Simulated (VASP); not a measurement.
# GaAs (I-4m2) in VASP: a series of runs

The runs below take GaAs through single point, with PBE.

Program: VASP 6.6.1. These are calculated values, not measurements. Logs are shortened: lines on timing, memory, paths and dates and some standing lists are left out, and cuts for length are marked.

**1. The cell of the first run**

The structure is tetragonal, space group I-4m2 (No. 119). Conventional cell: a = 4.063 Å, b = 4.063 Å, c = 5.889 Å, α = 90.00°, β = 90.00°, γ = 90.00°. Within 3.3 Å of Ga (site symmetry -4m2) lie 4 As at 2.51 Å. Within 3.3 Å of As (site symmetry -4m2) lie 4 Ga at 2.51 Å.

**2. Single point, PBE (strain +0.000 along x and y, +0.025 along z)**

The input, INCAR:

```
SYSTEM = GaAs
PREC = Accurate
ENCUT = 500
EDIFF = 1E-6
ISMEAR = 0
SIGMA = 0.03
LREAL = .FALSE.
LASPH = .TRUE.
NELM = 120
ALGO = Normal
ISIF = 2
LWAVE = .FALSE.
LCHARG = .TRUE.
GGA = PE
LELF = .TRUE.
LVHAR = .TRUE.
NBANDS = 16
GGA_COMPAT = .FALSE.
```

The input, KPOINTS:

```
Automatic mesh
0
G
  10 10 10
  0 0 0
```

The input, POSCAR:

```
GaAs
1.0
    0.0000000000      2.8726922674      2.9445095741
    2.8726922674      0.0000000000      2.9445095741
    2.8726922674      2.8726922674      0.0000000000
Ga As
1 1
Direct
    0.0000000000      0.0000000000      0.0000000000
    0.7500000000      0.7500000000      0.7500000000
```

Potentials or basis: VASP PAW PBE potentials, release 64 (Ga_d, As).

Launch:

```bash
$ cat potpaw_PBE.64/Ga_d/POTCAR potpaw_PBE.64/As/POTCAR > POTCAR
$ mpirun -np 1 vasp_std > vasp.out
```

OUTCAR:

```text
SYSTEM = GaAs
   PREC = Accurate
   ENCUT = 500
   EDIFF = 1E-6
   ISMEAR = 0
   LREAL = .FALSE.
   LASPH = .TRUE.
   NELM = 120
   ISIF = 2
   GGA = PE

 ion  position               nearest neighbor table
   1  0.000  0.000  0.000-   2 2.51   2 2.51   2 2.51   2 2.51
   2  0.750  0.750  0.750-   1 2.51   1 2.51   1 2.51   1 2.51

  LATTYP: Found a body centered tetragonal cell.
 ALAT       =     4.0626003651
 C/A-ratio  =     1.4495689014

  Lattice vectors:

 A1 = (  -2.8726922674,   0.0000000000,   2.9445095741)
 A2 = (   2.8726922674,   0.0000000000,   2.9445095741)
 A3 = (   0.0000000000,   2.8726922674,  -2.9445095741)

Analysis of symmetry for initial positions (statically):
=====================================================================
 Subroutine PRICEL returns:
 Original cell was already a primitive cell.

 Routine SETGRP: Setting up the symmetry group for a
 body centered tetragonal supercell.

 Subroutine GETGRP returns: Found  8 space group operations
 (whereof  8 operations were pure point group operations)
 out of a pool of 16 trial point group operations.

The static configuration has the point symmetry D_2d.

Analysis of symmetry for dynamics (positions and initial velocities):
=====================================================================
 Subroutine PRICEL returns:
 Original cell was already a primitive cell.

 Routine SETGRP: Setting up the symmetry group for a
 body centered tetragonal supercell.

 Subroutine GETGRP returns: Found  8 space group operations
 (whereof  8 operations were pure point group operations)
 out of a pool of 16 trial point group operations.

The dynamic configuration has the point symmetry D_2d.

 Subroutine INISYM returns: Found  8 space group operations
 (whereof  8 operations are pure point group operations),
 and found     1 'primitive' translations

----------------------------------------------------------------------------------------

                                     Primitive cell

  volume of cell :      48.5983

  direct lattice vectors                    reciprocal lattice vectors
     0.000000000  2.872692267  2.944509574    -0.174052754  0.174052754  0.169807565
     2.872692267  0.000000000  2.944509574     0.174052754 -0.174052754  0.169807565
     2.872692267  2.872692267  0.000000000     0.174052754  0.174052754 -0.169807565

  length of vectors
     4.113696330  4.113696330  4.062600365     0.299037341  0.299037341  0.299037341

  position of ions in fractional coordinates (direct lattice)
     0.000000000  0.000000000  0.000000000
     0.750000000  0.750000000  0.750000000

  ion indices of the primitive-cell ions
   primitive index   ion index
                 1           1
                 2           2

----------------------------------------------------------------------------------------

 KPOINTS: Automatic mesh

Automatic generation of k-mesh.
 Grid dimensions read from file:
 generate k-points for:   10   10   10

 Generating k-lattice:

  Cartesian coordinates                     Fractional coordinates (reciprocal lattice)
    -0.017405275  0.017405275  0.016980756     0.100000000  0.000000000  0.000000000
     0.017405275 -0.017405275  0.016980756     0.000000000  0.100000000  0.000000000
     0.017405275  0.017405275 -0.016980756     0.000000000  0.000000000  0.100000000

  Length of vectors
     0.029903734  0.029903734  0.029903734

  Shift w.r.t. Gamma in fractional coordinates (k-lattice)
     0.000000000  0.000000000  0.000000000

 Subroutine IBZKPT returns following result:
 ===========================================

 Found    102 irreducible k-points:

 Following reciprocal coordinates:
            Coordinates               Weight
  0.000000  0.000000  0.000000      1.000000
  0.100000 -0.000000  0.000000      8.000000
  0.200000 -0.000000  0.000000      8.000000
  0.300000 -0.000000  0.000000      8.000000
  0.400000 -0.000000  0.000000      8.000000
  0.500000 -0.000000  0.000000      4.000000
[... 16 lines left out ...]
  0.300000  0.300000  0.000000      2.000000
  0.400000  0.300000  0.000000      8.000000
 [... further k-points ...]
   k-points           NKPTS =    102   k-points in BZ     NKDIM =    102   number of bands    NBANDS=     16
   number of dos      NEDOS =    301   number of ions     NIONS =      2
   total plane-waves  NPLWV =  27000
   dimension x,y,z NGX =    30 NGY =   30 NGZ =   30
   dimension x,y,z NGXF=    60 NGYF=   60 NGZF=   60
   ions per type =               1   1
   NGX,Y,Z   is equivalent  to a cutoff of  12.12, 12.12, 12.28 a.u.
   NGXF,Y,Z  is equivalent  to a cutoff of  24.25, 24.25, 24.55 a.u.
 SYSTEM =  GaAs
   PREC   = accura    normal or accurate (medium, high low for compatibility)
   ISTART =      0    job   : 0-new  1-cont  2-samecut
   ICHARG =      2    charge: 1-file 2-atom 10-const
   ISPIN  =      1    spin polarized calculation?
   LNONCOLLINEAR =      F non collinear calculations
   LSORBIT =      F    spin-orbit coupling
   LASPH  =      T    aspherical Exc in radial PAW
   ENCUT  =  500.0 eV  36.75 Ry    6.06 a.u.   7.50  7.50  7.41*2*pi/ulx,y,z
   NELM   =    120;   NELMIN=  2; NELMDL= -5     # of ELM steps
   EDIFF  = 0.1E-05   stopping-criterion for ELM
   LREAL  =      F    real-space projection
   EDIFFG = 0.1E-04   stopping-criterion for IOM
   NSW    =      0    number of steps for IOM
   IBRION =     -1    ionic relax: 0-MD 1-quasi-New 2-CG
   NFREE  =      0    steps in history (QN), initial steepest desc. (CG)
   ISIF   =      2    stress and relaxation
   ISYM   =      2    0-nonsym 1-usesym 2-fastsym
   POTIM  = 0.5000    time-step for ionic-motion
   TEBEG  =    0.0;   TEEND  =   0.0 temperature during run
   PSTRESS=    0.0 pullay stress
   NELECT =      18.0000    total number of electrons
   NUPDOWN=      -1.0000    fix difference up-down
   EMIN   =  10.00;   EMAX   =-10.00  energy-range for DOS
   EFERMI =   0.00;   METHOD = LEGACY
   ISMEAR =     0;   SIGMA  =   0.03  broadening in eV -4-tet -1-fermi 0-gaus
   EFERMI_NEDOS =   21; number of points for ismear=-14 and -15
   IALGO  =     38    algorithm
   IMIX   =      4    mixing-type and parameters
     AMIX     =   0.40;   BMIX     =  1.00
     AMIX_MAG =   1.60;   BMIX_MAG =  1.00
  volume/ion in A,a.u.               =      24.30       163.98
  Fermi-wavevector in a.u.,A,eV,Ry     =   1.175688  2.221727 18.806535  1.382241
  Thomas-Fermi vector in A             =   2.312064
   LORBIT       =      0    0 simple, 1 ext, 2 COOP (PROOUT), +10 PAW based schemes
   GGA     = PE    functional components
   LHFCALC =     F    Hartree Fock is set to
   AEXX    =    0.0000 exact exchange contribution
   IVDW    =     0    specifies the selected vdW correction
   LEPSILON=     F    determine dielectric tensor
   LRPA    =     F    only Hartree local field effects (RPA)
 non-spin polarized calculation
 Gauss-broadening in eV      SIGMA  =   0.03
  energy-cutoff  :      500.00
  volume of cell :       48.60
 maximum number of plane-waves:      1255
 NGX is ok and might be reduce to    30
   NGX = 15   NGY = 15   NGZ = 15

 number of electron      17.9999999 magnetization

 Free energy of the ion-electron system (eV)
  ---------------------------------------------------
  ext. energy  EPLUGINS =         0.00000000
  ---------------------------------------------------
  free energy    TOTEN  =        -8.26745802 eV

  energy without entropy =       -8.26742401  energy(sigma->0) =       -8.26744101

 E-fermi :   3.3184     XC(G=0):  -9.2647

 val. band max:        3.3183974299   @ k =   0.0000   0.0000   0.0000
 cond. band min:       4.0689564292   @ k =   0.5000  -0.0000   0.0000
 fundamental gap:      0.7505589993
 Fermi energy:         3.3184281435

 k-point     1 :       0.0000    0.0000    0.0000
  band No.  band energies     occupation
      1     -11.4215      2.00000
      2     -11.4154      2.00000
      3     -11.4154      2.00000
      4     -11.3570      2.00000
      5     -11.3524      2.00000
      6      -8.9526      2.00000
[... 8 lines left out ...]
     15      12.9745      0.00000
     16      13.4437      0.00000

 k-point     2 :       0.1000   -0.0000    0.0000
  band No.  band energies     occupation
      1     -11.4246      2.00000
      2     -11.4166      2.00000
      3     -11.4136      2.00000
      4     -11.3572      2.00000
      5     -11.3524      2.00000
      6      -8.8473      2.00000
[... 8 lines left out ...]
     15      12.4108      0.00000
     16      12.7811      0.00000

 k-point     3 :       0.2000   -0.0000    0.0000
  band No.  band energies     occupation
      1     -11.4392      2.00000
      2     -11.4130      2.00000
      3     -11.4093      2.00000
      4     -11.3573      2.00000
      5     -11.3521      2.00000
      6      -8.5453      2.00000
[... 8 lines left out ...]
     15      12.2118      0.00000
     16      12.2451      0.00000

 k-point     4 :       0.3000   -0.0000    0.0000
  band No.  band energies     occupation
      1     -11.4570      2.00000
      2     -11.4083      2.00000
      3     -11.4046      2.00000
      4     -11.3567      2.00000
      5     -11.3509      2.00000
      6      -8.0965      2.00000
[... 8 lines left out ...]
     15      12.4845      0.00000
     16      12.4864      0.00000

 k-point     5 :       0.4000   -0.0000    0.0000
  band No.  band energies     occupation
      1     -11.4707      2.00000
      2     -11.4051      2.00000
      3     -11.4016      2.00000
      4     -11.3555      2.00000
      5     -11.3492      2.00000
      6      -7.6278      2.00000
[... 8 lines left out ...]
     15      13.5287      0.00000
     16      13.6626      0.00000

 k-point     6 :       0.5000   -0.0000    0.0000
  band No.  band energies     occupation
      1     -11.4757      2.00000
      2     -11.4040      2.00000
      3     -11.4006      2.00000
      4     -11.3549      2.00000
      5     -11.3484      2.00000
      6      -7.4043      2.00000
[... 8 lines left out ...]
     15      14.6872      0.00000
     16      14.8126      0.00000

 k-point     7 :       0.1000    0.1000    0.0000
  band No.  band energies     occupation
      1     -11.4312      2.00000
      2     -11.4120      2.00000
      3     -11.4120      2.00000
      4     -11.3562      2.00000
      5     -11.3535      2.00000
      6      -8.8161      2.00000
[... 8 lines left out ...]
     15      11.5316      0.00000
     16      13.5934      0.00000

 k-point     8 :       0.2000    0.1000    0.0000
  band No.  band energies     occupation
      1     -11.4426      2.00000
      2     -11.4092      2.00000
      3     -11.4076      2.00000
      4     -11.3555      2.00000
      5     -11.3545      2.00000
      6      -8.5826      2.00000
[... 8 lines left out ...]
     15      12.4332      0.00000
     16      13.2586      0.00000

 k-point     9 :       0.3000    0.1000    0.0000
  band No.  band energies     occupation
      1     -11.4572      2.00000
      2     -11.4064      2.00000
      3     -11.4027      2.00000
      4     -11.3547      2.00000
      5     -11.3544      2.00000
      6      -8.1813      2.00000
[... 8 lines left out ...]
     15      12.9089      0.00000
     16      13.2631      0.00000
[... 172 lines left out ...]
 k-point    19 :       0.5000    0.2000    0.0000
  band No.  band energies     occupation
      1     -11.4825      2.00000
      2     -11.3978      2.00000
      3     -11.3923      2.00000
      4     -11.3558      2.00000
      5     -11.3533      2.00000
      6      -7.2499      2.00000
[... 8 lines left out ...]
     15      14.6551      0.00000
     16      14.8217      0.00000

 k-point    20 :      -0.4000    0.2000    0.0000
  band No.  band energies     occupation
      1     -11.4817      2.00000
      2     -11.3992      2.00000
      3     -11.3933      2.00000
      4     -11.3558      2.00000
      5     -11.3529      2.00000
      6      -7.1749      2.00000
[... 8 lines left out ...]
     15      13.1392      0.00000
     16      14.4576      0.00000

 k-point    21 :      -0.3000    0.2000    0.0000
  band No.  band energies     occupation
      1     -11.4744      2.00000
      2     -11.4013      2.00000
      3     -11.3968      2.00000
      4     -11.3586      2.00000
      5     -11.3508      2.00000
      6      -7.4830      2.00000
[... 8 lines left out ...]
     15      13.2771      0.00000
     16      14.9689      0.00000

 k-point    22 :      -0.2000    0.2000    0.0000
  band No.  band energies     occupation
      1     -11.4623      2.00000
      2     -11.4046      2.00000
      3     -11.4021      2.00000
      4     -11.3598      2.00000
      5     -11.3501      2.00000
      6      -7.9311      2.00000
[... 8 lines left out ...]
     15      13.5463      0.00000
     16      14.2176      0.00000

 k-point    23 :       0.3000    0.3000    0.0000
  band No.  band energies     occupation
      1     -11.4788      2.00000
      2     -11.3915      2.00000
      3     -11.3915      2.00000
      4     -11.3626      2.00000
      5     -11.3511      2.00000
      6      -7.8235      2.00000
[... 8 lines left out ...]
     15      14.7741      0.00000
     16      15.0964      0.00000

 k-point    24 :       0.4000    0.3000    0.0000
  band No.  band energies     occupation
      1     -11.4878      2.00000
      2     -11.3884      2.00000
      3     -11.3870      2.00000
      4     -11.3638      2.00000
      5     -11.3503      2.00000
      6      -7.4447      2.00000
[... 8 lines left out ...]
     15      15.3239      0.00000
     16      15.4733      0.00000

 [... further k-points ...]

------------------------ aborting loop because EDIFF is reached ----------------------------------------

  FORCE on cell =-STRESS in cart. coord.  units (eV):
  Direction    XX          YY          ZZ          XY          YZ          ZX
  --------------------------------------------------------------------------------------
  -------------------------------------------------------------------------------------
  Total       -0.2333877     -0.2333877     -0.6734831      0.0000000      0.0000000     -0.0000000
  in kB       -7.6942679     -7.6942679    -22.2032270      0.0000000      0.0000000     -0.0000000
  external PRESSURE =     -12.5305876 kB  Pullay stress =       0.0000000 kB

 VOLUME and BASIS-vectors are now :
 -----------------------------------------------------------------------------
  energy-cutoff  :      500.00
  volume of cell :       48.60
      direct lattice vectors                 reciprocal lattice vectors
     0.000000000  2.872692267  2.944509574    -0.174052754  0.174052754  0.169807565
     2.872692267  0.000000000  2.944509574     0.174052754 -0.174052754  0.169807565
     2.872692267  2.872692267  0.000000000     0.174052754  0.174052754 -0.169807565

 POSITION                                       TOTAL-FORCE (eV/Angst)
 -----------------------------------------------------------------------------------
      0.00000      0.00000      0.00000         0.000000     -0.000000      0.000000
      4.30904      4.30904      4.41676        -0.000000      0.000000      0.000000
 -----------------------------------------------------------------------------------
    total drift:                               -0.000000     -0.000000      0.000000

  FREE ENERGIE OF THE ION-ELECTRON SYSTEM (eV)
  ---------------------------------------------------
  free  energy   TOTEN  =        -8.2674580207 eV

  energy  without entropy=       -8.2674240059  energy(sigma->0) =       -8.26744101
```

Run time: 62 s. Hardware: 1 thread of Intel Xeon Platinum 8259CL at 2.50GHz (Skylake/Cascade Lake), shared host; peak memory 0.22 GiB.

Results:

```
Free energy            : -8.2675 eV
Pressure               : -1.3 GPa
Band gap on the k mesh : zero (filled and empty bands touch)
```

Stress tensor (GPa, compression positive):
```
-0.77  0.00  0.00
 0.00 -0.77  0.00
 0.00  0.00 -2.22
```

Caveat: the cell differs from its parent crystal (strain +0.000 along x and y, +0.025 along z); semilocal functionals underestimate gaps, so a narrow gap can read as zero.

(Continued in part 2 of 2.)
